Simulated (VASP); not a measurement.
# Li15Se8 (a cell with a defect) in VASP: relaxation of the atoms with PBEsol

Aim: the relaxation of the atoms of Li15Se8 (a cell with a defect) with PBEsol.

Everything below comes from runs of VASP 6.6.1. Logs are shortened: lines on timing, memory, paths and dates and some standing lists are left out, and cuts for length are marked.

## (1) The cell of the first run

The cell holds a defect, 23 atoms: a = 8.407 Å, b = 8.407 Å, c = 8.407 Å, α = 60.00°, β = 60.00°, γ = 60.00°.

## (2) Relaxation of the atoms, PBEsol (atoms taken out)

File INCAR:

```
SYSTEM = Li15Se8
PREC = Accurate
ENCUT = 650
EDIFF = 1E-7
ISMEAR = 0
SIGMA = 0.05
LREAL = .False.
LASPH = .True.
NELM = 120
ALGO = Normal
ISIF = 2
LWAVE = .False.
LCHARG = .False.
GGA = PS
IBRION = 2
NSW = 80
EDIFFG = -0.02
GGA_COMPAT = .False.
NELMIN = 4
KPAR = 4
```

File KPOINTS:

```
regular mesh
0
Gamma
  4 4 4
  0 0 0
```

File POSCAR:

```
Li15Se8
1.0
    5.9447526219      0.0000000000      5.9447526219
    5.9447526219      5.9447526219      0.0000000000
    0.0000000000      5.9447526219      5.9447526219
Li Se
15 8
Direct
    0.1250000000      0.6250000000      0.1250000000
    0.6250000000      0.1250000000      0.1250000000
    0.6250000000      0.6250000000      0.1250000000
    0.1250000000      0.1250000000      0.6250000000
    0.1250000000      0.6250000000      0.6250000000
    0.6250000000      0.1250000000      0.6250000000
    0.6250000000      0.6250000000      0.6250000000
    0.3750000000      0.3750000000      0.3750000000
    0.2500000000      1.0000000000      0.2500000000
    0.8750000000      0.3750000000      0.3750000000
    0.8750000000      0.8750000000      0.3750000000
    0.3750000000      0.3750000000      0.8750000000
    0.3750000000      0.8750000000      0.8750000000
    0.8750000000      0.3750000000      0.8750000000
    0.8750000000      0.8750000000      0.8750000000
    0.0000000000      0.0000000000      0.5000000000
    0.0000000000      0.5000000000      0.5000000000
    0.5000000000      0.0000000000      0.5000000000
    0.5000000000      0.5000000000      0.5000000000
    0.0000000000      0.0000000000      0.0000000000
    0.0000000000      0.5000000000      0.0000000000
    0.5000000000      0.0000000000      0.0000000000
    0.5000000000      0.5000000000      0.0000000000
```

Potentials or basis: VASP PAW PBE potentials, release 64 (Li_sv, Se).

Launch:

```bash
cat potpaw_PBE.64/Li_sv/POTCAR potpaw_PBE.64/Se/POTCAR > POTCAR
mpirun -np 4 vasp_std > vasp.out
```

OUTCAR:

```text
SYSTEM = Li15Se8
   PREC = Accurate
   ENCUT = 650
   EDIFF = 1E-7
   ISMEAR = 0
   LREAL = .False.
   LASPH = .True.
   NELM = 120
   ISIF = 2
   GGA = PS
   IBRION = 2
   NSW = 80
   EDIFFG = -0.02
   NELMIN = 4

 ion  position               nearest neighbor table
   1  0.125  0.625  0.125-  17 2.57  20 2.57  23 2.57  21 2.57
   2  0.625  0.125  0.125-  18 2.57  20 2.57  23 2.57  22 2.57
   3  0.625  0.625  0.125-  19 2.57  21 2.57  22 2.57  23 2.57
   4  0.125  0.125  0.625-  17 2.57  18 2.57  20 2.57  16 2.57
   5  0.125  0.625  0.625-  16 2.57  19 2.57  21 2.57  17 2.57
   6  0.625  0.125  0.625-  16 2.57  19 2.57  22 2.57  18 2.57
   7  0.625  0.625  0.625-  17 2.57  18 2.57  23 2.57  19 2.57
   8  0.375  0.375  0.375-  17 2.57  18 2.57  23 2.57  19 2.57
   9  0.250  0.000  0.250-  16 2.10  22 2.10
  10  0.875  0.375  0.375-  16 2.57  19 2.57  21 2.57  17 2.57
  11  0.875  0.875  0.375-  17 2.57  18 2.57  20 2.57  16 2.57
  12  0.375  0.375  0.875-  19 2.57  21 2.57  22 2.57  23 2.57
  13  0.375  0.875  0.875-  18 2.57  20 2.57  23 2.57  22 2.57
  14  0.875  0.375  0.875-  17 2.57  20 2.57  23 2.57  21 2.57
  15  0.875  0.875  0.875-  16 2.57  21 2.57  22 2.57  20 2.57
  16  0.000  0.000  0.500-   9 2.10   6 2.57   5 2.57  10 2.57  15 2.57  11 2.57   4 2.57
  17  0.000  0.500  0.500-   1 2.57   4 2.57   7 2.57   8 2.57  11 2.57  14 2.57   5 2.57  10 2.57

  18  0.500  0.000  0.500-   2 2.57   4 2.57   7 2.57   8 2.57  11 2.57  13 2.57   6 2.57
  19  0.500  0.500  0.500-   3 2.57   5 2.57   6 2.57  10 2.57  12 2.57   7 2.57   8 2.57
  20  0.000  0.000  0.000-   1 2.57   2 2.57   4 2.57  11 2.57  13 2.57  14 2.57  15 2.57
  21  0.000  0.500  0.000-   3 2.57   5 2.57  10 2.57  12 2.57  15 2.57  14 2.57   1 2.57
  22  0.500  0.000  0.000-   9 2.10   6 2.57   3 2.57  12 2.57  15 2.57  13 2.57   2 2.57
  23  0.500  0.500  0.000-   1 2.57   2 2.57   7 2.57   8 2.57  13 2.57  14 2.57   3 2.57  12 2.57

  LATTYP: Found a face centered cubic cell.
 ALAT       =    11.8895052438

  Lattice vectors:

 A1 = (   5.9447526219,   0.0000000000,   5.9447526219)
 A2 = (   5.9447526219,   5.9447526219,   0.0000000000)
 A3 = (   0.0000000000,   5.9447526219,   5.9447526219)

Analysis of symmetry for initial positions (statically):
=====================================================================
 Subroutine PRICEL returns:
 Original cell was already a primitive cell.

 Routine SETGRP: Setting up the symmetry group for a
 face centered cubic supercell.

 Subroutine GETGRP returns: Found  8 space group operations
 (whereof  2 operations were pure point group operations)
 out of a pool of 48 trial point group operations.

The static configuration has the point symmetry C_1h.
 The point group associated with its full space group is D_2h.

Analysis of symmetry for dynamics (positions and initial velocities):
=====================================================================
 Subroutine PRICEL returns:
 Original cell was already a primitive cell.

 Routine SETGRP: Setting up the symmetry group for a
 face centered cubic supercell.

 Subroutine GETGRP returns: Found  8 space group operations
 (whereof  2 operations were pure point group operations)
 out of a pool of 48 trial point group operations.

The dynamic configuration has the point symmetry C_1h.
 The point group associated with its full space group is D_2h.

 Subroutine INISYM returns: Found  8 space group operations
 (whereof  2 operations are pure point group operations),
 and found     1 'primitive' translations

----------------------------------------------------------------------------------------

                                     Primitive cell

  volume of cell :     420.1761

  direct lattice vectors                    reciprocal lattice vectors
     5.944752622  0.000000000  5.944752622     0.084107789 -0.084107789  0.084107789
     5.944752622  5.944752622  0.000000000     0.084107789  0.084107789 -0.084107789
     0.000000000  5.944752622  5.944752622    -0.084107789  0.084107789  0.084107789

  length of vectors
     8.407149783  8.407149783  8.407149783     0.145678964  0.145678964  0.145678964

  position of ions in fractional coordinates (direct lattice)
     0.125000000  0.625000000  0.125000000
     0.625000000  0.125000000  0.125000000
     0.625000000  0.625000000  0.125000000
     0.125000000  0.125000000  0.625000000
     0.125000000  0.625000000  0.625000000
     0.625000000  0.125000000  0.625000000
[... 15 lines left out ...]
     0.500000000  0.000000000  0.000000000
     0.500000000  0.500000000  0.000000000

  ion indices of the primitive-cell ions
   primitive index   ion index
                 1           1
                 2           2
                 3           3
                 4           4
                 5           5
                 6           6
[... 15 lines left out ...]
                22          22
                23          23

----------------------------------------------------------------------------------------

 KPOINTS: regular mesh

Automatic generation of k-mesh.
 Grid dimensions read from file:
 generate k-points for:    4    4    4

 Generating k-lattice:

  Cartesian coordinates                     Fractional coordinates (reciprocal lattice)
     0.021026947 -0.021026947  0.021026947     0.250000000  0.000000000  0.000000000
     0.021026947  0.021026947 -0.021026947     0.000000000  0.250000000  0.000000000
    -0.021026947  0.021026947  0.021026947     0.000000000  0.000000000  0.250000000

  Length of vectors
     0.036419741  0.036419741  0.036419741

  Shift w.r.t. Gamma in fractional coordinates (k-lattice)
     0.000000000  0.000000000  0.000000000

 Subroutine IBZKPT returns following result:
 ===========================================

 Found     18 irreducible k-points:

 Following reciprocal coordinates:
            Coordinates               Weight
  0.000000  0.000000  0.000000      1.000000
  0.250000  0.000000  0.000000      4.000000
  0.000000  0.250000  0.000000      4.000000
  0.500000  0.000000  0.000000      2.000000
  0.000000  0.500000  0.000000      2.000000
  0.250000  0.250000  0.000000      4.000000
[... 10 lines left out ...]
 -0.250000  0.500000  0.250000      2.000000
  0.250000 -0.250000  0.500000      4.000000
   k-points           NKPTS =     18   k-points in BZ     NKDIM =     18   number of bands    NBANDS=     58
   number of dos      NEDOS =    301   number of ions     NIONS =     23
   total plane-waves  NPLWV = 343000
   dimension x,y,z NGX =    70 NGY =   70 NGZ =   70
   dimension x,y,z NGXF=   140 NGYF=  140 NGZF=  140
   ions per type =              15   8
   NGX,Y,Z   is equivalent  to a cutoff of  13.84, 13.84, 13.84 a.u.
   NGXF,Y,Z  is equivalent  to a cutoff of  27.68, 27.68, 27.68 a.u.
 SYSTEM =  Li15Se8
   PREC   = accura    normal or accurate (medium, high low for compatibility)
   ISTART =      0    job   : 0-new  1-cont  2-samecut
   ICHARG =      2    charge: 1-file 2-atom 10-const
   ISPIN  =      1    spin polarized calculation?
   LNONCOLLINEAR =      F non collinear calculations
   LSORBIT =      F    spin-orbit coupling
   LASPH  =      T    aspherical Exc in radial PAW
   ENCUT  =  650.0 eV  47.77 Ry    6.91 a.u.  17.48 17.48 17.48*2*pi/ulx,y,z
   NELM   =    120;   NELMIN=  4; NELMDL= -5     # of ELM steps
   EDIFF  = 0.1E-06   stopping-criterion for ELM
   LREAL  =      F    real-space projection
   EDIFFG = -.2E-01   stopping-criterion for IOM
   NSW    =     80    number of steps for IOM
   IBRION =      2    ionic relax: 0-MD 1-quasi-New 2-CG
   NFREE  =      1    steps in history (QN), initial steepest desc. (CG)
   ISIF   =      2    stress and relaxation
   ISYM   =      2    0-nonsym 1-usesym 2-fastsym
   POTIM  = 0.5000    time-step for ionic-motion
   TEBEG  =    0.0;   TEEND  =   0.0 temperature during run
   PSTRESS=    0.0 pullay stress
   NELECT =      93.0000    total number of electrons
   NUPDOWN=      -1.0000    fix difference up-down
   EMIN   =  10.00;   EMAX   =-10.00  energy-range for DOS
   EFERMI =   0.00;   METHOD = LEGACY
   ISMEAR =     0;   SIGMA  =   0.05  broadening in eV -4-tet -1-fermi 0-gaus
   EFERMI_NEDOS =   21; number of points for ismear=-14 and -15
   IALGO  =     38    algorithm
   IMIX   =      4    mixing-type and parameters
     AMIX     =   0.40;   BMIX     =  1.00
     AMIX_MAG =   1.60;   BMIX_MAG =  1.00
  volume/ion in A,a.u.               =      18.27       123.28
  Fermi-wavevector in a.u.,A,eV,Ry     =   0.990282  1.871361 13.342656  0.980658
  Thomas-Fermi vector in A             =   2.121941
   LORBIT       =      0    0 simple, 1 ext, 2 COOP (PROOUT), +10 PAW based schemes
   GGA     = PS    functional components
   LHFCALC =     F    Hartree Fock is set to
   AEXX    =    0.0000 exact exchange contribution
   IVDW    =     0    specifies the selected vdW correction
   LEPSILON=     F    determine dielectric tensor
   LRPA    =     F    only Hartree local field effects (RPA)
 conjugate gradient relaxation of ions
 non-spin polarized calculation
 Gauss-broadening in eV      SIGMA  =   0.05
  energy-cutoff  :      650.00
  volume of cell :      420.18
 maximum number of plane-waves:     15865
 NGX is ok and might be reduce to    70
   NGX = 35   NGY = 35   NGZ = 35

--------------------------------------- Ionic step        1  -------------------------------------------

 number of electron      92.9999947 magnetization

 Free energy of the ion-electron system (eV)
  ---------------------------------------------------
  ext. energy  EPLUGINS =         0.00000000
  ---------------------------------------------------
  free energy    TOTEN  =       -86.55241099 eV

  energy without entropy =      -86.54365214  energy(sigma->0) =      -86.54803156

------------------------ aborting loop because EDIFF is reached ----------------------------------------

  FORCE on cell =-STRESS in cart. coord.  units (eV):
  Direction    XX          YY          ZZ          XY          YZ          ZX
  --------------------------------------------------------------------------------------
  -------------------------------------------------------------------------------------
  Total        3.0661391      3.0661391     -1.7289261     -4.2791089      0.0000000     -0.0000000
  in kB       11.6915228     11.6915228     -6.5925837    -16.3167090      0.0000000     -0.0000000
  external PRESSURE =       5.5968206 kB  Pullay stress =       0.0000000 kB
[... 152 lines left out ...]
  FREE ENERGIE OF THE ION-ELECTRON SYSTEM (eV)
  ---------------------------------------------------
  free  energy   TOTEN  =       -86.9703209249 eV

  energy  without entropy=      -86.9615802591  energy(sigma->0) =      -86.96595059

[... ionic steps 4 to 11 ...]

--------------------------------------- Ionic step       12  -------------------------------------------

 number of electron      92.9999990 magnetization

------------------------ aborting loop because EDIFF is reached ----------------------------------------
[... 109 lines left out ...]
--------------------------------------- Ionic step       14  -------------------------------------------

 number of electron      93.0000004 magnetization

 Free energy of the ion-electron system (eV)
  ---------------------------------------------------
  ext. energy  EPLUGINS =         0.00000000
  ---------------------------------------------------
  free energy    TOTEN  =       -87.03718869 eV

  energy without entropy =      -87.02843785  energy(sigma->0) =      -87.03281327

 E-fermi :   0.7626     XC(G=0):  -8.3868

 val. band max:        0.7531977290   @ k =   0.0000   0.2500   0.0000
 cond. band min:       0.8213864981   @ k =   0.5000   0.0000   0.0000
 fundamental gap:      0.0681887691
 Fermi energy:         0.7626154642

 k-point     1 :       0.0000    0.0000    0.0000
  band No.  band energies     occupation
      1     -43.3717      2.00000
      2     -43.0921      2.00000
      3     -43.0894      2.00000
      4     -43.0854      2.00000
      5     -43.0854      2.00000
      6     -43.0843      2.00000
[... 1137 lines left out ...]
  FREE ENERGIE OF THE ION-ELECTRON SYSTEM (eV)
  ---------------------------------------------------
  free  energy   TOTEN  =       -87.0371886916 eV

  energy  without entropy=      -87.0284378506  energy(sigma->0) =      -87.03281327

 reached required accuracy - stopping structural energy minimisation
```

It took 30 min on 4 MPI ranks of AMD EPYC 9R45 (Zen 5), shared host; peak memory 1.1 GiB.

Results:

```yaml
Free_energy: -87.0372 eV
Energy_gained_by_relaxing: 21.1 meV/atom
Ionic_steps: 14
Pressure_after_relaxing: 0.1 GPa
Largest_force_after_relaxing: 0.008 eV/Å
Band_gap_on_the_k_mesh: zero (an odd number of electrons rules out a gap without spin polarisation)
```

Forces in eV/Å, atoms in the order of the input:
```
Li   0.000  0.000 -0.005
Li   0.003  0.002  0.000
Li  -0.002 -0.003  0.000
Li   0.002  0.003  0.000
Li  -0.003 -0.002  0.000
Li   0.000  0.000  0.002
Li   0.000  0.000 -0.008
Li   0.000  0.000  0.005
Li   0.000  0.000  0.000
Li   0.002  0.003  0.000
Li  -0.003 -0.002  0.000
Li   0.003  0.002  0.000
Li  -0.002 -0.003  0.000
Li   0.000  0.000  0.008
Li   0.000  0.000 -0.002
Se  -0.001  0.001  0.000
Se   0.002 -0.002  0.000
Se  -0.001 -0.001 -0.005
Se   0.001  0.001 -0.005
Se   0.001  0.001  0.005
Se  -0.001 -0.001  0.005
Se   0.001 -0.001  0.000
Se  -0.002  0.002  0.000
```

The path:
```
step  energy change (eV)  largest force (eV/Å)  pressure (GPa)
   1              0.0000                2.1406            0.56
   2             -0.3275                0.9268            0.35
   3             -0.4179                0.2861            0.28
   4             -0.4181                0.2761            0.28
   5             -0.4340                0.2228            0.27
   6             -0.4617                0.0658            0.23
   7             -0.4647                0.0843            0.22
   8             -0.4711                0.0680            0.20
   9             -0.4767                0.0967            0.15
  10             -0.4806                0.0289            0.13
  11             -0.4809                0.0435            0.13
  12             -0.4828                0.0246            0.12
  13             -0.4841                0.0244            0.11
  14             -0.4848                0.0079            0.10
```

Final structure:
```
CELL_PARAMETERS angstrom
5.94475 0.00000 5.94475
5.94475 5.94475 0.00000
0.00000 5.94475 5.94475
ATOMIC_POSITIONS crystal
Li 0.12786 0.62214 0.12786
Li 0.62863 0.11819 0.12416
Li 0.62863 0.62901 0.12416
Li 0.12416 0.11819 0.62863
Li 0.12416 0.62901 0.62863
Li 0.61394 0.13606 0.61394
Li 0.61552 0.63448 0.61552
Li 0.37214 0.37786 0.37214
Li 0.25000 0.00000 0.25000
Li 0.87137 0.37099 0.37584
Li 0.87137 0.88181 0.37584
Li 0.37584 0.37099 0.87137
Li 0.37584 0.88181 0.87137
Li 0.88448 0.36552 0.88448
Li 0.88606 0.86394 0.88606
Se 0.97209 0.00000 0.52791
Se 0.99567 0.50000 0.50433
Se 0.49449 0.00539 0.49449
Se 0.49449 0.50562 0.49449
Se 0.00551 0.99461 0.00551
Se 0.00551 0.49438 0.00551
Se 0.52791 0.00000 0.97209
Se 0.50433 0.50000 0.99567
```

Caveat: the cell differs from its parent crystal (atoms taken out); the PAW data sets were made with another functional, which shifts forces and pressure a little.
